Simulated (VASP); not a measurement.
# Ir (P6_3/mmc) in VASP: notebook

Ir is run at these levels: PBEsol; tasks: electric field gradients, elastic constants.

Everything below comes from runs of VASP 6.6.1. Logs are shortened: lines on timing, memory, paths and dates and some standing lists are left out, and cuts for length are marked.

## Step 1: The cell of the first run

The structure is hexagonal, space group P6_3/mmc (No. 194). The conventional cell has a = 2.721 Å, b = 2.721 Å, c = 4.410 Å, α = 90.00°, β = 90.00°, γ = 120.00°. Ir (site symmetry -6m2) has 12 Ir at 2.71 to 2.72 Å within 3.6 Å.

This isn't the form of Ir at room conditions, which is fcc.

## Step 2: Electric field gradients, PBEsol

INCAR

```
PREC     = Accurate       # precision mode
ENCUT    = 420            # plane-wave cutoff, eV
EDIFF    = 1E-8           # SCF threshold, eV
ISMEAR   = -1             # smearing method
SIGMA    = 0.15           # smearing width, eV
LREAL    = F              # projectors in reciprocal space
LASPH    = T              # aspherical terms in the spheres
NELM     = 120            # most SCF steps
ALGO     = Normal         # electronic algorithm
ISIF     = 2              # what is computed and relaxed
LWAVE    = F              # write WAVECAR
LCHARG   = F              # write CHGCAR
GGA      = PS             # functional
LEFG     = T            
NBANDS   = 24             # bands
GGA_COMPAT= F
```

KPOINTS

```
Automatic mesh
0
Gamma
  18 18 10
```

POSCAR

```
Ir
1.0
    2.7213187380      0.0000000000      0.0000000000
   -1.3606593690      2.3567311589      0.0000000000
    0.0000000000      0.0000000000      4.4100191876
Ir
2
Direct
    0.6666666667      0.3333333333      0.7500000000
    0.3333333333      0.6666666667      0.2500000000
```

Potentials or basis: VASP PAW PBE potentials, release 64 (Ir_sv_GW).

The run is started by

```console
cat potpaw_PBE.64/Ir_sv_GW/POTCAR > POTCAR
mpirun -np 1 vasp_std > vasp.out
```

OUTCAR:

```text
PREC = Accurate
   ENCUT = 420
   EDIFF = 1E-8
   ISMEAR = -1
   LREAL = F
   LASPH = T
   NELM = 120
   ISIF = 2
   GGA = PS

 ion  position               nearest neighbor table
   1  0.667  0.333  0.750-   2 2.71   2 2.71   2 2.71   2 2.71   2 2.71   2 2.71
   2  0.333  0.667  0.250-   1 2.71   1 2.71   1 2.71   1 2.71   1 2.71   1 2.71

  LATTYP: Found a hexagonal cell.
 ALAT       =     2.7213187380
 C/A-ratio  =     1.6205448947

  Lattice vectors:

 A1 = (   2.7213187380,   0.0000000000,   0.0000000000)
 A2 = (  -1.3606593690,   2.3567311589,   0.0000000000)
 A3 = (   0.0000000000,   0.0000000000,   4.4100191876)

Analysis of symmetry for initial positions (statically):
=====================================================================
 Subroutine PRICEL returns:
 Original cell was already a primitive cell.

 Routine SETGRP: Setting up the symmetry group for a
 hexagonal supercell.

 Subroutine GETGRP returns: Found 24 space group operations
 (whereof 12 operations were pure point group operations)
 out of a pool of 24 trial point group operations.

The static configuration has the point symmetry D_3d.
 The point group associated with its full space group is D_6h.

Analysis of symmetry for dynamics (positions and initial velocities):
=====================================================================
 Subroutine PRICEL returns:
 Original cell was already a primitive cell.

 Routine SETGRP: Setting up the symmetry group for a
 hexagonal supercell.

 Subroutine GETGRP returns: Found 24 space group operations
 (whereof 12 operations were pure point group operations)
 out of a pool of 24 trial point group operations.

The dynamic configuration has the point symmetry D_3d.
 The point group associated with its full space group is D_6h.

 Subroutine INISYM returns: Found 24 space group operations
 (whereof 12 operations are pure point group operations),
 and found     1 'primitive' translations

----------------------------------------------------------------------------------------

                                     Primitive cell

  volume of cell :      28.2833

  direct lattice vectors                    reciprocal lattice vectors
     2.721318738  0.000000000  0.000000000     0.367468899  0.212158268  0.000000000
    -1.360659369  2.356731159  0.000000000     0.000000000  0.424316535  0.000000000
     0.000000000  0.000000000  4.410019188     0.000000000  0.000000000  0.226756383

  length of vectors
     2.721318738  2.721318738  4.410019188     0.424316535  0.424316535  0.226756383

  position of ions in fractional coordinates (direct lattice)
     0.666666667  0.333333333  0.750000000
     0.333333333  0.666666667  0.250000000

  ion indices of the primitive-cell ions
   primitive index   ion index
                 1           1
                 2           2

----------------------------------------------------------------------------------------

 KPOINTS: Automatic mesh

Automatic generation of k-mesh.
 Grid dimensions read from file:
 generate k-points for:   18   18   10

 Generating k-lattice:

  Cartesian coordinates                     Fractional coordinates (reciprocal lattice)
     0.020414939  0.011786570  0.000000000     0.055555556  0.000000000  0.000000000
     0.000000000  0.023573141  0.000000000     0.000000000  0.055555556  0.000000000
     0.000000000  0.000000000  0.022675638     0.000000000  0.000000000  0.100000000

  Length of vectors
     0.023573141  0.023573141  0.022675638

  Shift w.r.t. Gamma in fractional coordinates (k-lattice)
     0.000000000  0.000000000  0.000000000

 Subroutine IBZKPT returns following result:
 ===========================================

 Found    222 irreducible k-points:

 Following reciprocal coordinates:
            Coordinates               Weight
  0.000000  0.000000  0.000000      1.000000
  0.055556  0.000000  0.000000      6.000000
  0.111111  0.000000  0.000000      6.000000
  0.166667 -0.000000  0.000000      6.000000
  0.222222  0.000000  0.000000      6.000000
  0.277778  0.000000  0.000000      6.000000
[... 16 lines left out ...]
  0.333333  0.111111  0.000000     12.000000
  0.388889  0.111111  0.000000     12.000000
 [... further k-points ...]
   k-points           NKPTS =    222   k-points in BZ     NKDIM =    222   number of bands    NBANDS=     24
   number of dos      NEDOS =    301   number of ions     NIONS =      2
   total plane-waves  NPLWV =   9720
   dimension x,y,z NGX =    18 NGY =   18 NGZ =   30
   dimension x,y,z NGXF=    36 NGYF=   36 NGZF=   60
   ions per type =               2
   NGX,Y,Z   is equivalent  to a cutoff of  11.00, 11.00, 11.31 a.u.
   NGXF,Y,Z  is equivalent  to a cutoff of  21.99, 21.99, 22.62 a.u.
 SYSTEM =  unknown system
   PREC   = accura    normal or accurate (medium, high low for compatibility)
   ISTART =      0    job   : 0-new  1-cont  2-samecut
   ICHARG =      2    charge: 1-file 2-atom 10-const
   ISPIN  =      1    spin polarized calculation?
   LNONCOLLINEAR =      F non collinear calculations
   LSORBIT =      F    spin-orbit coupling
   LASPH  =      T    aspherical Exc in radial PAW
   ENCUT  =  420.0 eV  30.87 Ry    5.56 a.u.   4.55  4.55  7.37*2*pi/ulx,y,z
   NELM   =    120;   NELMIN=  2; NELMDL= -5     # of ELM steps
   EDIFF  = 0.1E-07   stopping-criterion for ELM
   LREAL  =      F    real-space projection
   EDIFFG = 0.1E-06   stopping-criterion for IOM
   NSW    =      0    number of steps for IOM
   IBRION =     -1    ionic relax: 0-MD 1-quasi-New 2-CG
   NFREE  =      0    steps in history (QN), initial steepest desc. (CG)
   ISIF   =      2    stress and relaxation
   ISYM   =      2    0-nonsym 1-usesym 2-fastsym
   POTIM  = 0.5000    time-step for ionic-motion
   TEBEG  =    0.0;   TEEND  =   0.0 temperature during run
   PSTRESS=    0.0 pullay stress
   NELECT =      34.0000    total number of electrons
   NUPDOWN=      -1.0000    fix difference up-down
   EMIN   =  10.00;   EMAX   =-10.00  energy-range for DOS
   EFERMI =   0.00;   METHOD = LEGACY
   ISMEAR =    -1;   SIGMA  =   0.15  broadening in eV -4-tet -1-fermi 0-gaus
   EFERMI_NEDOS =   21; number of points for ismear=-14 and -15
   IALGO  =     38    algorithm
   IMIX   =      4    mixing-type and parameters
     AMIX     =   0.40;   BMIX     =  1.00
     AMIX_MAG =   1.60;   BMIX_MAG =  1.00
  volume/ion in A,a.u.               =      14.14        95.43
  Fermi-wavevector in a.u.,A,eV,Ry     =   1.740702  3.289450 41.226256  3.030044
  Thomas-Fermi vector in A             =   2.813301
   LORBIT       =      0    0 simple, 1 ext, 2 COOP (PROOUT), +10 PAW based schemes
   GGA     = PS    functional components
   LHFCALC =     F    Hartree Fock is set to
   AEXX    =    0.0000 exact exchange contribution
   IVDW    =     0    specifies the selected vdW correction
   LEPSILON=     F    determine dielectric tensor
   LRPA    =     F    only Hartree local field effects (RPA)
 non-spin polarized calculation
  energy-cutoff  :      420.00
  volume of cell :       28.28
 maximum number of plane-waves:       570
   NGX =  9   NGY =  9   NGZ = 15

 number of electron      34.0000000 magnetization

 Free energy of the ion-electron system (eV)
  ---------------------------------------------------
  ext. energy  EPLUGINS =         0.00000000
  ---------------------------------------------------
  free energy    TOTEN  =       -20.70880319 eV

  energy without entropy =      -20.53706496  energy(sigma->0) =      -20.62293407

 E-fermi :  12.8660     XC(G=0): -14.7072

 val. band max:       12.8643284011   @ k =   0.5000   0.0000   0.4000
 cond. band min:      12.8689894765   @ k =   0.3333   0.2778   0.3000
 fundamental gap:      0.0046610753
 Fermi energy:        12.8659737509

 k-point     1 :       0.0000    0.0000    0.0000
  band No.  band energies     occupation
      1     -80.1754      2.00000
      2     -80.1071      2.00000
      3     -37.4412      2.00000
      4     -36.7458      2.00000
      5     -36.7458      2.00000
      6     -36.6389      2.00000
[... 16 lines left out ...]
     23      28.5125      0.00000
     24      29.6260      0.00000
[... 598 lines left out ...]
      2     -80.0878      2.00000
      3     -37.2972      2.00000
      4     -37.1787      2.00000
      5     -37.0978      2.00000
      6     -36.9556      2.00000
[... 16 lines left out ...]
     23      23.4495      0.00000
     24      26.0776      0.00000

 [... further k-points ...]

------------------------ aborting loop because EDIFF is reached ----------------------------------------

  FORCE on cell =-STRESS in cart. coord.  units (eV):
  Direction    XX          YY          ZZ          XY          YZ          ZX
  --------------------------------------------------------------------------------------
  -------------------------------------------------------------------------------------
  Total       -0.3998644     -0.3998644     -0.4049415     -0.0000000      0.0000000      0.0000000
  in kB      -22.6513135    -22.6513135    -22.9389203     -0.0000000      0.0000000      0.0000000
  external PRESSURE =     -22.7471825 kB  Pullay stress =       0.0000000 kB

 VOLUME and BASIS-vectors are now :
 -----------------------------------------------------------------------------
  energy-cutoff  :      420.00
  volume of cell :       28.28
      direct lattice vectors                 reciprocal lattice vectors
     2.721318738  0.000000000  0.000000000     0.367468899  0.212158268  0.000000000
    -1.360659369  2.356731159  0.000000000     0.000000000  0.424316535  0.000000000
     0.000000000  0.000000000  4.410019188     0.000000000  0.000000000  0.226756383

 POSITION                                       TOTAL-FORCE (eV/Angst)
 -----------------------------------------------------------------------------------
      1.36066      0.78558      3.30751         0.000000     -0.000000      0.000000
     -0.00000      1.57115      1.10250        -0.000000      0.000000      0.000000
 -----------------------------------------------------------------------------------
    total drift:                               -0.000000      0.000000     -0.000000

  FREE ENERGIE OF THE ION-ELECTRON SYSTEM (eV)
  ---------------------------------------------------
  free  energy   TOTEN  =       -20.7088031911 eV

  energy  without entropy=      -20.5370649581  energy(sigma->0) =      -20.62293407

 Electric field gradients (V/A^2)
---------------------------------------------------------------------
 ion       V_xx      V_yy      V_zz      V_xy      V_xz      V_yz
---------------------------------------------------------------------
   1      -2.407    -2.407     4.813    -0.000    -0.000     0.000
   2      -2.407    -2.407     4.813    -0.000     0.000    -0.000
---------------------------------------------------------------------

 Electric field gradients after diagonalization (V/A^2)
 (convention: |V_zz| > |V_xx| > |V_yy|)
----------------------------------------------------------------------
 ion       V_xx      V_yy      V_zz     asymmetry (V_yy - V_xx)/ V_zz
----------------------------------------------------------------------
   1      -2.407    -2.406     4.813       0.000
   2      -2.407    -2.406     4.813       0.000
----------------------------------------------------------------------

           NMR quadrupolar parameters

 Cq : quadrupolar parameter    Cq=e*Q*V_zz/h
 eta: asymmetry parameters     (V_yy - V_xx)/ V_zz
 Q  : nuclear electric quadrupole moment in mb (millibarn)
----------------------------------------------------------------------
 ion       Cq(MHz)       eta       Q (mb)
----------------------------------------------------------------------
   1       0.012       0.000       1.000
   2       0.012       0.000       1.000
----------------------------------------------------------------------
```

It took 84 s on 1 thread of Intel Xeon Platinum 8488C (Sapphire Rapids), shared host; peak memory 0.2 GiB.

Results:

| Quantity | Value |
| --- | --- |
| Free energy | -20.7088 eV |
| Pressure | -2.3 GPa |
| Band gap on the k mesh | zero (bands 17 and 18 overlap by 3.38 eV) |
| Largest electric field gradient by atom | Ir +4.8 V/Å² |

Levels at points of the mesh, in eV from the Fermi level:
```tsv
k point	band 15	band 16	band 17	band 18	band 19	band 20
(0.00, 0.00, 0.00)	-3.20	-2.39	-2.39	-0.85	0.29	0.29
(0.50, 0.00, 0.00)	-3.00	0.74	1.01	1.16	2.98	4.43
(0.00, 0.00, 0.50)	-3.99	-3.99	-0.46	-0.46	-0.46	-0.46
(0.50, 0.00, 0.50)	-1.00	-1.00	0.99	0.99	2.03	2.03
```

Electric field gradients, principal values (V/Å²):
| atom | least | middle | greatest (by size) |
| --- | --- | --- | --- |
| 1 Ir | -2.406 | -2.407 | 4.813 |
| 2 Ir | -2.406 | -2.407 | 4.813 |

Caveat: without QUAD_EFG the Cq values of the log hold for a quadrupole moment of 1 mb, not for the nuclei; the PAW data sets were made with another functional, which shifts forces and pressure a little; spin-orbit coupling is left out, which moves the levels of the heavy elements.

(Part 1 of 2 ends here.)
